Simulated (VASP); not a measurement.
# ScSn3Se (Pm-3m) in VASP: a series of runs

ScSn3Se is run at these levels: PBE; tasks: single point, relaxation of cell and atoms.

Everything below comes from runs of VASP 6.6.1. Logs are shortened: lines on timing, memory, paths and dates and some standing lists are left out, and cuts for length are marked.

### 1 The cell of the first run

Symmetry: Pm-3m, No. 221, cubic system. The conventional cell has a = 5.401 Å, b = 5.401 Å, c = 5.401 Å, α = 90.00°, β = 90.00°, γ = 90.00°. Sc (site symmetry m-3m) has 6 Sn at 2.70 Å within 3.6 Å. Sn (site symmetry 4/mmm) has 2 Sc at 2.70 Å within 3.6 Å. Within 5.0 Å of Se (site symmetry m-3m) lie 12 Sn at 3.82 Å and 8 Sc at 4.68 Å.

The cell was built from a structure type or drawn by symmetry, and may not be a known phase.

### 2 Single point, PBE

INCAR reads:

```
SYSTEM = ScSn3Se
PREC = Accurate
ENCUT = 520
EDIFF = 1E-6
ISMEAR = 0
SIGMA = 0.1
LREAL = .False.
LASPH = .True.
NELM = 80
ALGO = Normal
ISIF = 2
LWAVE = .False.
LCHARG = .False.
GGA = PE
NBANDS = 38
```

KPOINTS reads:

```
Automatic mesh
0
Gamma
  4 4 4
  0 0 0
```

POSCAR reads:

```
ScSn3Se
1.0
    5.4014580400      0.0000000000      0.0000000000
    0.0000000000      5.4014580400      0.0000000000
    0.0000000000      0.0000000000      5.4014580400
Sc Sn Se
1 3 1
Direct
    0.5000000000      0.5000000000      0.5000000000
    0.0000000000      0.5000000000      0.5000000000
    0.5000000000      0.0000000000      0.5000000000
    0.5000000000      0.5000000000      0.0000000000
    0.0000000000      0.0000000000      0.0000000000
```

Potentials or basis: VASP PAW PBE potentials, release 64 (Sc_sv, Sn_d, Se).

On the command line:

```bash
cat potpaw_PBE.64/Sc_sv/POTCAR potpaw_PBE.64/Sn_d/POTCAR potpaw_PBE.64/Se/POTCAR > POTCAR
mpirun -np 1 vasp_std > vasp.out
```

OUTCAR:

```text
SYSTEM = ScSn3Se
   PREC = Accurate
   ENCUT = 520
   EDIFF = 1E-6
   ISMEAR = 0
   LREAL = .False.
   LASPH = .True.
   NELM = 80
   ISIF = 2
   GGA = PE

 ion  position               nearest neighbor table
   1  0.500  0.500  0.500-   2 2.70   3 2.70   4 2.70   4 2.70   3 2.70   2 2.70
   2  0.000  0.500  0.500-   1 2.70   1 2.70
   3  0.500  0.000  0.500-   1 2.70   1 2.70
   4  0.500  0.500  0.000-   1 2.70   1 2.70
   5  0.000  0.000  0.000-

  LATTYP: Found a simple cubic cell.
 ALAT       =     5.4014580400

  Lattice vectors:

 A1 = (   5.4014580400,   0.0000000000,   0.0000000000)
 A2 = (   0.0000000000,   5.4014580400,   0.0000000000)
 A3 = (   0.0000000000,   0.0000000000,   5.4014580400)

Analysis of symmetry for initial positions (statically):
=====================================================================
 Subroutine PRICEL returns:
 Original cell was already a primitive cell.

 Routine SETGRP: Setting up the symmetry group for a
 simple cubic supercell.

 Subroutine GETGRP returns: Found 48 space group operations
 (whereof 48 operations were pure point group operations)
 out of a pool of 48 trial point group operations.

The static configuration has the point symmetry O_h .

Analysis of symmetry for dynamics (positions and initial velocities):
=====================================================================
 Subroutine PRICEL returns:
 Original cell was already a primitive cell.

 Routine SETGRP: Setting up the symmetry group for a
 simple cubic supercell.

 Subroutine GETGRP returns: Found 48 space group operations
 (whereof 48 operations were pure point group operations)
 out of a pool of 48 trial point group operations.

The dynamic configuration has the point symmetry O_h .

 Subroutine INISYM returns: Found 48 space group operations
 (whereof 48 operations are pure point group operations),
 and found     1 'primitive' translations

----------------------------------------------------------------------------------------

                                     Primitive cell

  volume of cell :     157.5916

  direct lattice vectors                    reciprocal lattice vectors
     5.401458040  0.000000000  0.000000000     0.185135197  0.000000000  0.000000000
     0.000000000  5.401458040  0.000000000     0.000000000  0.185135197  0.000000000
     0.000000000  0.000000000  5.401458040     0.000000000  0.000000000  0.185135197

  length of vectors
     5.401458040  5.401458040  5.401458040     0.185135197  0.185135197  0.185135197

  position of ions in fractional coordinates (direct lattice)
     0.500000000  0.500000000  0.500000000
     0.000000000  0.500000000  0.500000000
     0.500000000  0.000000000  0.500000000
     0.500000000  0.500000000  0.000000000
     0.000000000  0.000000000  0.000000000

  ion indices of the primitive-cell ions
   primitive index   ion index
                 1           1
                 2           2
                 3           3
                 4           4
                 5           5

----------------------------------------------------------------------------------------

 KPOINTS: Automatic mesh

Automatic generation of k-mesh.
 Grid dimensions read from file:
 generate k-points for:    4    4    4

 Generating k-lattice:

  Cartesian coordinates                     Fractional coordinates (reciprocal lattice)
     0.046283799  0.000000000  0.000000000     0.250000000  0.000000000  0.000000000
     0.000000000  0.046283799  0.000000000     0.000000000  0.250000000  0.000000000
     0.000000000  0.000000000  0.046283799     0.000000000  0.000000000  0.250000000

  Length of vectors
     0.046283799  0.046283799  0.046283799

  Shift w.r.t. Gamma in fractional coordinates (k-lattice)
     0.000000000  0.000000000  0.000000000

 Subroutine IBZKPT returns following result:
 ===========================================

 Found     10 irreducible k-points:

 Following reciprocal coordinates:
            Coordinates               Weight
  0.000000  0.000000  0.000000      1.000000
  0.250000  0.000000  0.000000      6.000000
  0.500000  0.000000  0.000000      3.000000
  0.250000  0.250000  0.000000     12.000000
  0.500000  0.250000  0.000000     12.000000
  0.500000  0.500000  0.000000      3.000000
  0.250000  0.250000  0.250000      8.000000
  0.500000  0.250000  0.250000     12.000000
  0.500000  0.500000  0.250000      6.000000
  0.500000  0.500000  0.500000      1.000000
   k-points           NKPTS =     10   k-points in BZ     NKDIM =     10   number of bands    NBANDS=     38
   number of dos      NEDOS =    301   number of ions     NIONS =      5
   total plane-waves  NPLWV =  64000
   dimension x,y,z NGX =    40 NGY =   40 NGZ =   40
   dimension x,y,z NGXF=    80 NGYF=   80 NGZF=   80
   ions per type =               1   3   1
   NGX,Y,Z   is equivalent  to a cutoff of  12.31, 12.31, 12.31 a.u.
   NGXF,Y,Z  is equivalent  to a cutoff of  24.62, 24.62, 24.62 a.u.
 SYSTEM =  ScSn3Se
   PREC   = accura    normal or accurate (medium, high low for compatibility)
   ISTART =      0    job   : 0-new  1-cont  2-samecut
   ICHARG =      2    charge: 1-file 2-atom 10-const
   ISPIN  =      1    spin polarized calculation?
   LNONCOLLINEAR =      F non collinear calculations
   LSORBIT =      F    spin-orbit coupling
   LASPH  =      T    aspherical Exc in radial PAW
   ENCUT  =  520.0 eV  38.22 Ry    6.18 a.u.  10.04 10.04 10.04*2*pi/ulx,y,z
   NELM   =     80;   NELMIN=  2; NELMDL= -5     # of ELM steps
   EDIFF  = 0.1E-05   stopping-criterion for ELM
   LREAL  =      F    real-space projection
   EDIFFG = 0.1E-04   stopping-criterion for IOM
   NSW    =      0    number of steps for IOM
   IBRION =     -1    ionic relax: 0-MD 1-quasi-New 2-CG
   NFREE  =      0    steps in history (QN), initial steepest desc. (CG)
   ISIF   =      2    stress and relaxation
   ISYM   =      2    0-nonsym 1-usesym 2-fastsym
   POTIM  = 0.5000    time-step for ionic-motion
   TEBEG  =    0.0;   TEEND  =   0.0 temperature during run
   PSTRESS=    0.0 pullay stress
   NELECT =      59.0000    total number of electrons
   NUPDOWN=      -1.0000    fix difference up-down
   EMIN   =  10.00;   EMAX   =-10.00  energy-range for DOS
   EFERMI =   0.00;   METHOD = LEGACY
   ISMEAR =     0;   SIGMA  =   0.10  broadening in eV -4-tet -1-fermi 0-gaus
   EFERMI_NEDOS =   21; number of points for ismear=-14 and -15
   IALGO  =     38    algorithm
   IMIX   =      4    mixing-type and parameters
     AMIX     =   0.40;   BMIX     =  1.00
     AMIX_MAG =   1.60;   BMIX_MAG =  1.00
  volume/ion in A,a.u.               =      31.52       212.70
  Fermi-wavevector in a.u.,A,eV,Ry     =   1.179907  2.229701 18.941770  1.392181
  Thomas-Fermi vector in A             =   2.316209
   LORBIT       =      0    0 simple, 1 ext, 2 COOP (PROOUT), +10 PAW based schemes
   GGA     = PE    functional components
   LHFCALC =     F    Hartree Fock is set to
   AEXX    =    0.0000 exact exchange contribution
   IVDW    =     0    specifies the selected vdW correction
   LEPSILON=     F    determine dielectric tensor
   LRPA    =     F    only Hartree local field effects (RPA)
 non-spin polarized calculation
 Gauss-broadening in eV      SIGMA  =   0.10
  energy-cutoff  :      520.00
  volume of cell :      157.59
 maximum number of plane-waves:      4272
   NGX = 21   NGY = 21   NGZ = 21

 number of electron      59.0000027 magnetization

 Free energy of the ion-electron system (eV)
  ---------------------------------------------------
  ext. energy  EPLUGINS =         0.00000000
  ---------------------------------------------------
  free energy    TOTEN  =       -18.90322626 eV

  energy without entropy =      -18.87570873  energy(sigma->0) =      -18.88946750

 E-fermi :   4.0042     XC(G=0):  -9.1046

 val. band max:        3.9369984359   @ k =   0.5000   0.5000   0.2500
 cond. band min:       4.0050915811   @ k =   0.2500   0.2500   0.0000
 fundamental gap:      0.0680931452
 Fermi energy:         4.0041951155

 k-point     1 :       0.0000    0.0000    0.0000
  band No.  band energies     occupation
      1     -44.1845      2.00000
      2     -22.9554      2.00000
      3     -22.9554      2.00000
      4     -22.9554      2.00000
      5     -17.1566      2.00000
      6     -17.1566      2.00000
[... 30 lines left out ...]
     37       7.7834      0.00000
     38       8.1826      0.00000

 k-point     2 :       0.2500    0.0000    0.0000
  band No.  band energies     occupation
      1     -44.1843      2.00000
      2     -22.9719      2.00000
      3     -22.9560      2.00000
      4     -22.9560      2.00000
      5     -17.1563      2.00000
      6     -17.1523      2.00000
[... 30 lines left out ...]
     37       8.0121      0.00000
     38       8.2154      0.00000

 k-point     3 :       0.5000    0.0000    0.0000
  band No.  band energies     occupation
      1     -44.1841      2.00000
      2     -22.9883      2.00000
      3     -22.9566      2.00000
      4     -22.9566      2.00000
      5     -17.1561      2.00000
      6     -17.1453      2.00000
[... 30 lines left out ...]
     37       8.0838      0.00000
     38       8.4264      0.00000

 k-point     4 :       0.2500    0.2500    0.0000
  band No.  band energies     occupation
      1     -44.1841      2.00000
      2     -22.9725      2.00000
      3     -22.9725      2.00000
      4     -22.9566      2.00000
      5     -17.1539      2.00000
      6     -17.1512      2.00000
[... 30 lines left out ...]
     37       7.5677      0.00000
     38       8.0966      0.00000

 k-point     5 :       0.5000    0.2500    0.0000
  band No.  band energies     occupation
      1     -44.1838      2.00000
      2     -22.9889      2.00000
      3     -22.9731      2.00000
      4     -22.9572      2.00000
      5     -17.1531      2.00000
      6     -17.1459      2.00000
[... 30 lines left out ...]
     37       8.0826      0.00000
     38       8.2430      0.00000

 k-point     6 :       0.5000    0.5000    0.0000
  band No.  band energies     occupation
      1     -44.1836      2.00000
      2     -22.9895      2.00000
      3     -22.9895      2.00000
      4     -22.9578      2.00000
      5     -17.1465      2.00000
      6     -17.1465      2.00000
[... 30 lines left out ...]
     37       8.1392      0.00000
     38       8.1834      0.00000

 k-point     7 :       0.2500    0.2500    0.2500
  band No.  band energies     occupation
      1     -44.1838      2.00000
      2     -22.9731      2.00000
      3     -22.9731      2.00000
      4     -22.9731      2.00000
      5     -17.1513      2.00000
      6     -17.1513      2.00000
[... 30 lines left out ...]
     37       7.6215      0.00000
     38       7.6215      0.00000

 k-point     8 :       0.5000    0.2500    0.2500
  band No.  band energies     occupation
      1     -44.1836      2.00000
      2     -22.9895      2.00000
      3     -22.9737      2.00000
      4     -22.9737      2.00000
      5     -17.1514      2.00000
      6     -17.1472      2.00000
[... 30 lines left out ...]
     37       7.9498      0.00000
     38       8.3196      0.00000

 k-point     9 :       0.5000    0.5000    0.2500
  band No.  band energies     occupation
      1     -44.1834      2.00000
      2     -22.9901      2.00000
      3     -22.9901      2.00000
      4     -22.9743      2.00000
      5     -17.1496      2.00000
      6     -17.1470      2.00000
[... 30 lines left out ...]
     37       8.1888      0.00000
     38       8.2670      0.00000

 k-point    10 :       0.5000    0.5000    0.5000
  band No.  band energies     occupation
      1     -44.1831      2.00000
      2     -22.9907      2.00000
      3     -22.9907      2.00000
      4     -22.9907      2.00000
      5     -17.1524      2.00000
      6     -17.1475      2.00000
[... 30 lines left out ...]
     37       8.3578      0.00000
     38       8.3578      0.00000

------------------------ aborting loop because EDIFF is reached ----------------------------------------

  FORCE on cell =-STRESS in cart. coord.  units (eV):
  Direction    XX          YY          ZZ          XY          YZ          ZX
  --------------------------------------------------------------------------------------
  -------------------------------------------------------------------------------------
  Total        3.2229910      3.2229910      3.2229910      0.0000000     -0.0000000      0.0000000
  in kB       32.7669977     32.7669977     32.7669977      0.0000000     -0.0000000      0.0000000
  external PRESSURE =      32.7669977 kB  Pullay stress =       0.0000000 kB

 VOLUME and BASIS-vectors are now :
 -----------------------------------------------------------------------------
  energy-cutoff  :      520.00
  volume of cell :      157.59
      direct lattice vectors                 reciprocal lattice vectors
     5.401458040  0.000000000  0.000000000     0.185135197  0.000000000  0.000000000
     0.000000000  5.401458040  0.000000000     0.000000000  0.185135197  0.000000000
     0.000000000  0.000000000  5.401458040     0.000000000  0.000000000  0.185135197

 POSITION                                       TOTAL-FORCE (eV/Angst)
 -----------------------------------------------------------------------------------
      2.70073      2.70073      2.70073         0.000000      0.000000      0.000000
      0.00000      2.70073      2.70073         0.000000      0.000000      0.000000
      2.70073      0.00000      2.70073         0.000000      0.000000      0.000000
      2.70073      2.70073      0.00000         0.000000      0.000000      0.000000
      0.00000      0.00000      0.00000         0.000000      0.000000      0.000000
 -----------------------------------------------------------------------------------
    total drift:                               -0.000000     -0.000000     -0.000000

  FREE ENERGIE OF THE ION-ELECTRON SYSTEM (eV)
  ---------------------------------------------------
  free  energy   TOTEN  =       -18.9032262631 eV

  energy  without entropy=      -18.8757087299  energy(sigma->0) =      -18.88946750
```

It took 32 s on 1 thread of Intel Xeon Platinum 8488C (Sapphire Rapids), shared host; peak memory 0.26 GiB.

Results:

```
Free energy            : -18.9032 eV
Pressure               : 3.3 GPa
Band gap on the k mesh : zero (an odd number of electrons rules out a gap without spin polarisation)
```

Levels at points of the mesh, in eV from the Fermi level:
| k point | band 26 | band 27 | band 28 | band 29 | band 30 | band 31 | band 32 | band 33 |
| --- | --- | --- | --- | --- | --- | --- | --- | --- |
| (0.00, 0.00, 0.00) | -2.46 | 0.06 | 0.06 | 0.06 | 1.89 | 1.89 | 1.89 | 1.99 |
| (0.50, 0.00, 0.00) | -1.05 | -0.90 | -0.90 | -0.87 | 0.72 | 0.72 | 0.81 | 1.06 |
| (0.50, 0.50, 0.00) | -1.46 | -1.46 | -1.30 | -0.20 | -0.20 | -0.18 | 0.15 | 2.21 |
| (0.50, 0.50, 0.50) | -3.12 | -3.12 | -0.16 | -0.16 | 0.61 | 0.61 | 0.61 | 4.23 |

Caveat: the cell stands under pressure; spin-orbit coupling is left out, which moves the levels of the heavy elements.

[end of part 1 of 2]
